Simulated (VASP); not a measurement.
# Mg (I4/mmm) in VASP: further runs

The runs below take Mg through single point, with PBE.

Everything below comes from runs of VASP 6.6.1. Logs are shortened: lines on timing, memory, paths and dates and some standing lists are left out, and cuts for length are marked.

### Step 1. The cell of the first run

It takes space group I4/mmm (No. 139, tetragonal). The conventional cell has a = 3.767 Å, b = 3.767 Å, c = 3.498 Å, α = 90.00°, β = 90.00°, γ = 90.00°. Within 4.2 Å of Mg (site symmetry 4/mmm) lie 14 Mg at 3.19 to 3.77 Å.

### Step 2. Single point, PBE (volume 24.815 Å^3 an atom, c/a of the conventional cell 0.9288)

Contents of INCAR:

```
SYSTEM = Mg
PREC = Accurate
ENCUT = 520
EDIFF = 1E-6
ISMEAR = 0
SIGMA = 0.15
LREAL = .False.
LASPH = .True.
NELM = 100
ALGO = Fast
ISIF = 2
LWAVE = .False.
LCHARG = .True.
GGA = PE
LELF = .True.
LVHAR = .True.
NBANDS = 7
```

Contents of KPOINTS:

```
Automatic mesh
0
Gamma
  20 20 20
  0 0 0
```

Contents of POSCAR:

```
Mg
1.0
   -1.8832607382      1.8832607382      1.7491754905
    1.8832607382     -1.8832607382      1.7491754905
    1.8832607382      1.8832607382     -1.7491754905
Mg
1
Direct
    0.0000000000      0.0000000000      0.0000000000
```

Potentials or basis: VASP PAW PBE potentials, release 64 (Mg).

On the command line:

```console
> cat potpaw_PBE.64/Mg/POTCAR > POTCAR
> mpirun -np 1 vasp_std > vasp.out
```

OUTCAR:

```text
SYSTEM = Mg
   PREC = Accurate
   ENCUT = 520
   EDIFF = 1E-6
   ISMEAR = 0
   LREAL = .False.
   LASPH = .True.
   NELM = 100
   ISIF = 2
   GGA = PE

 ion  position               nearest neighbor table
   1  0.000  0.000  0.000-

  LATTYP: Found a body centered tetragonal cell.
 ALAT       =     3.7665214764
 C/A-ratio  =     0.9288015488

  Lattice vectors:

 A1 = (  -1.8832607382,   1.8832607382,   1.7491754905)
 A2 = (   1.8832607382,  -1.8832607382,   1.7491754905)
 A3 = (   1.8832607382,   1.8832607382,  -1.7491754905)

Analysis of symmetry for initial positions (statically):
=====================================================================
 Subroutine PRICEL returns:
 Original cell was already a primitive cell.

 Routine SETGRP: Setting up the symmetry group for a
 body centered tetragonal supercell.

 Subroutine GETGRP returns: Found 16 space group operations
 (whereof 16 operations were pure point group operations)
 out of a pool of 16 trial point group operations.

The static configuration has the point symmetry D_4h.

Analysis of symmetry for dynamics (positions and initial velocities):
=====================================================================
 Subroutine PRICEL returns:
 Original cell was already a primitive cell.

 Routine SETGRP: Setting up the symmetry group for a
 body centered tetragonal supercell.

 Subroutine GETGRP returns: Found 16 space group operations
 (whereof 16 operations were pure point group operations)
 out of a pool of 16 trial point group operations.

The dynamic configuration has the point symmetry D_4h.

 Subroutine INISYM returns: Found 16 space group operations
 (whereof 16 operations are pure point group operations),
 and found     1 'primitive' translations

----------------------------------------------------------------------------------------

                                     Primitive cell

  volume of cell :      24.8150

  direct lattice vectors                    reciprocal lattice vectors
    -1.883260738  1.883260738  1.749175491     0.000000000  0.265496960  0.285848963
     1.883260738 -1.883260738  1.749175491     0.265496960  0.000000000  0.285848963
     1.883260738  1.883260738 -1.749175491     0.265496960  0.265496960  0.000000000

  length of vectors
     3.186370492  3.186370492  3.186370492     0.390125961  0.390125961  0.375469401

  position of ions in fractional coordinates (direct lattice)
     0.000000000  0.000000000  0.000000000

[... 71 lines left out ...]
   LSORBIT =      F    spin-orbit coupling
   LASPH  =      T    aspherical Exc in radial PAW
   ENCUT  =  520.0 eV  38.22 Ry    6.18 a.u.   5.92  5.92  5.92*2*pi/ulx,y,z
   NELM   =    100;   NELMIN=  2; NELMDL= -5     # of ELM steps
   EDIFF  = 0.1E-05   stopping-criterion for ELM
   LREAL  =      F    real-space projection
   EDIFFG = 0.1E-04   stopping-criterion for IOM
   NSW    =      0    number of steps for IOM
   IBRION =     -1    ionic relax: 0-MD 1-quasi-New 2-CG
   NFREE  =      0    steps in history (QN), initial steepest desc. (CG)
   ISIF   =      2    stress and relaxation
   ISYM   =      2    0-nonsym 1-usesym 2-fastsym
   POTIM  = 0.5000    time-step for ionic-motion
   TEBEG  =    0.0;   TEEND  =   0.0 temperature during run
   PSTRESS=    0.0 pullay stress
   NELECT =       2.0000    total number of electrons
   NUPDOWN=      -1.0000    fix difference up-down
   EMIN   =  10.00;   EMAX   =-10.00  energy-range for DOS
   EFERMI =   0.00;   METHOD = LEGACY
   ISMEAR =     0;   SIGMA  =   0.15  broadening in eV -4-tet -1-fermi 0-gaus
   EFERMI_NEDOS =   21; number of points for ismear=-14 and -15
   IALGO  =     68    algorithm
   IMIX   =      4    mixing-type and parameters
     AMIX     =   0.40;   BMIX     =  1.00
     AMIX_MAG =   1.60;   BMIX_MAG =  1.00
  volume/ion in A,a.u.               =      24.82       167.46
  Fermi-wavevector in a.u.,A,eV,Ry     =   0.707153  1.336325  6.803803  0.500065
  Thomas-Fermi vector in A             =   1.793125
   LORBIT       =      0    0 simple, 1 ext, 2 COOP (PROOUT), +10 PAW based schemes
   GGA     = PE    functional components
   LHFCALC =     F    Hartree Fock is set to
   AEXX    =    0.0000 exact exchange contribution
   IVDW    =     0    specifies the selected vdW correction
   LEPSILON=     F    determine dielectric tensor
   LRPA    =     F    only Hartree local field effects (RPA)
 non-spin polarized calculation
 RMM-DIIS sequential band-by-band and
 Gauss-broadening in eV      SIGMA  =   0.15
  energy-cutoff  :      520.00
  volume of cell :       24.82
 maximum number of plane-waves:       685
   NGX = 11   NGY = 11   NGZ = 11

 number of electron       2.0000000 magnetization

 Free energy of the ion-electron system (eV)
  ---------------------------------------------------
  ext. energy  EPLUGINS =         0.00000000
  ---------------------------------------------------
  free energy    TOTEN  =        -1.46519384 eV

  energy without entropy =       -1.46092350  energy(sigma->0) =       -1.46305867

 E-fermi :   2.2693     XC(G=0):  -8.2566

 val. band max:        2.2647278844   @ k =   0.3500   0.3000   0.0000
 cond. band min:       2.2707504164   @ k =  -0.4000  -0.4000   0.1000
 fundamental gap:      0.0060225320
 Fermi energy:         2.2693437181

 k-point     1 :       0.0000    0.0000    0.0000
  band No.  band energies     occupation
      1      -4.3603      2.00000
      2      13.8601      0.00000
      3      15.2939      0.00000
      4      15.2939      0.00000
      5      15.7856      0.00000
      6      15.7856      0.00000
      7      15.9147      0.00000
[... 221 lines left out ...]
 k-point    24 :      -0.3500    0.0500    0.0000
  band No.  band energies     occupation
      1      -1.9483      2.00000
      2       5.7883      0.00000
      3       9.8500      0.00000
      4      11.4606      0.00000
      5      12.3601      0.00000
      6      14.2812      0.00000
      7      19.3415      0.00000

 [... further k-points ...]
[... 5 lines left out ...]
  --------------------------------------------------------------------------------------
  -------------------------------------------------------------------------------------
  Total       -0.3721679     -0.3721679     -0.3874527      0.0000000      0.0000000      0.0000000
  in kB      -24.0289714    -24.0289714    -25.0158325      0.0000000      0.0000000      0.0000000
  external PRESSURE =     -24.3579251 kB  Pullay stress =       0.0000000 kB

 VOLUME and BASIS-vectors are now :
 -----------------------------------------------------------------------------
  energy-cutoff  :      520.00
  volume of cell :       24.82
      direct lattice vectors                 reciprocal lattice vectors
    -1.883260738  1.883260738  1.749175491     0.000000000  0.265496960  0.285848963
     1.883260738 -1.883260738  1.749175491     0.265496960  0.000000000  0.285848963
     1.883260738  1.883260738 -1.749175491     0.265496960  0.265496960  0.000000000

 POSITION                                       TOTAL-FORCE (eV/Angst)
 -----------------------------------------------------------------------------------
      0.00000      0.00000      0.00000        -0.000000      0.000000     -0.000000
 -----------------------------------------------------------------------------------
    total drift:                                0.000000     -0.000000     -0.000000

  FREE ENERGIE OF THE ION-ELECTRON SYSTEM (eV)
  ---------------------------------------------------
  free  energy   TOTEN  =        -1.4651938359 eV

  energy  without entropy=       -1.4609234983  energy(sigma->0) =       -1.46305867
```

Wall time 36 s (1 thread of Intel Xeon Platinum 8559C (Emerald Rapids), shared host); peak memory 0.23 GiB.

Results:

```yaml
Free_energy: -1.4652 eV
Pressure: -2.4 GPa
Band_gap_on_the_k_mesh: zero (band 1 reaches 5.37 eV, above the bottom of band 2 at 0.99 eV)
```

Levels at points of the mesh, in eV from the Fermi level:
| k point | band 1 | band 2 | band 3 | band 4 | band 5 | band 6 |
| --- | --- | --- | --- | --- | --- | --- |
| (0.00, 0.00, 0.00) | -6.63 | 11.59 | 13.02 | 13.02 | 13.52 | 13.52 |
| (0.50, 0.00, 0.00) | -1.27 | -0.76 | 7.96 | 8.39 | 9.25 | 10.63 |
| (0.50, 0.50, 0.00) | -1.58 | -1.28 | 9.21 | 9.55 | 10.63 | 11.26 |
| (0.50, 0.50, 0.50) | 3.10 | 3.10 | 3.64 | 4.06 | 4.76 | 6.98 |

### Step 3. Single point, PBE (volume 21.751 Å^3 an atom, c/a of the conventional cell 0.8227)

Contents of INCAR:

```
PREC = Accurate ; ENCUT = 520
EDIFF = 1E-6 ; ISMEAR = 0
SIGMA = 0.15 ; LREAL = False
LASPH = True ; NELM = 100
ALGO = Fast ; ISIF = 2
LWAVE = False ; LCHARG = False
GGA = PE ; NBANDS = 7
```

Contents of KPOINTS:

```
regular mesh
0
Gamma
  20 20 20
```

Contents of POSCAR:

```
Mg
1.0
   -1.8766901731      1.8766901731      1.5439530054
    1.8766901731     -1.8766901731      1.5439530054
    1.8766901731      1.8766901731     -1.5439530054
Mg
1
Direct
    0.0000000000      0.0000000000      0.0000000000
```

Potentials or basis: VASP PAW PBE potentials, release 64 (Mg).

On the command line:

```console
> cat potpaw_PBE.64/Mg/POTCAR > POTCAR
> mpirun -np 1 vasp_std > vasp.out
```

It took 22 s on 1 thread of Intel Xeon 6975P-C (Granite Rapids), shared host; peak memory 0.21 GiB.

Results (log left out):

| Item | Value |
| --- | --- |
| Free energy | -1.4582 eV |
| Pressure | 2.6 GPa |
| Band gap on the k mesh | zero (band 1 reaches 5.63 eV, above the bottom of band 2 at 1.12 eV) |

Stress tensor (GPa, compression positive):
```
1.56 0.00 0.00
0.00 1.56 0.00
0.00 0.00 4.79
```

Levels at points of the mesh, in eV from the Fermi level:
```csv
k point,band 1,band 2,band 3,band 4
"(0.00, 0.00, 0.00)",-7.17,10.93,13.31,13.32
"(0.50, 0.00, 0.00)",-1.15,-0.27,7.88,8.92
"(0.50, 0.50, 0.00)",-2.09,-1.80,11.70,12.57
"(0.50, 0.50, 0.50)",2.58,2.58,3.14,3.83
```

### Step 4. Single point, PBE (volume 22.364 Å^3 an atom, c/a of the conventional cell 1.1142)

Contents of INCAR:

```
  PREC = Accurate
  ENCUT = 520
  EDIFF = 1E-7
  ISMEAR = 0
  SIGMA = 0.15
  LREAL = F
  LASPH = T
  NELM = 100
  ALGO = Normal
  ISIF = 2
  LWAVE = F
  LCHARG = T
  GGA = PE
  LELF = T
  LVHAR = T
  NBANDS = 7
```

KPOINTS is that of step 3.

Contents of POSCAR:

```
Mg
1.0
   -1.7120197853      1.7120197853      1.9075324448
    1.7120197853     -1.7120197853      1.9075324448
    1.7120197853      1.7120197853     -1.9075324448
Mg
1
Direct
    0.0000000000      0.0000000000      0.0000000000
```

On the command line:

```console
> cat potpaw_PBE.64/Mg/POTCAR > POTCAR
> mpirun -np 1 vasp_std > vasp.out
```

Wall time 29 s (1 thread of Intel Xeon 6975P-C (Granite Rapids), shared host); peak memory 0.21 GiB.

It converged, with:

| Property | Result |
| --- | --- |
| Free energy | -1.4813 eV |
| Pressure | 0.9 GPa |
| Band gap on the k mesh | zero (band 1 reaches 5.36 eV, above the bottom of band 2 at 1.67 eV) |

Stress tensor (GPa, compression positive):
```
0.67 0.00 0.00
0.00 0.67 0.00
0.00 0.00 1.32
```

Levels at points of the mesh, in eV from the Fermi level:
| k point | band 1 | band 2 | band 3 | band 4 | band 5 | band 6 |
| --- | --- | --- | --- | --- | --- | --- |
| (0.00, 0.00, 0.00) | -7.07 | 12.62 | 12.62 | 14.12 | 14.70 | 14.85 |
| (0.50, 0.00, 0.00) | -1.67 | -1.14 | 9.40 | 10.21 | 11.10 | 11.97 |
| (0.50, 0.50, 0.00) | -1.19 | -0.41 | 7.58 | 8.45 | 9.09 | 11.13 |
| (0.50, 0.50, 0.50) | 2.34 | 3.17 | 4.57 | 4.81 | 4.81 | 8.13 |

### Step 5. Summary

```csv
cell,gap on the mesh (eV),pressure (GPa)
"a = 3.186 Å, angles 107.5, 107.5, 113.4°, 1 atom",none,-2.4
"a = 3.070 Å, angles 104.6, 104.6, 119.6°, 1 atom",none,2.6
"a = 3.082 Å, angles 112.5, 112.5, 103.5°, 1 atom",none,0.9
```

Alike in all rows: task single point; level PBE; potentials or basis VASP PAW PBE potentials, release 64 (Mg); no spin polarisation; k mesh 20 × 20 × 20; cutoff (eV) 520; smearing gaussian 0.15 eV.

Total energies depend on the potentials used, so only differences within one code and one set of settings carry meaning.
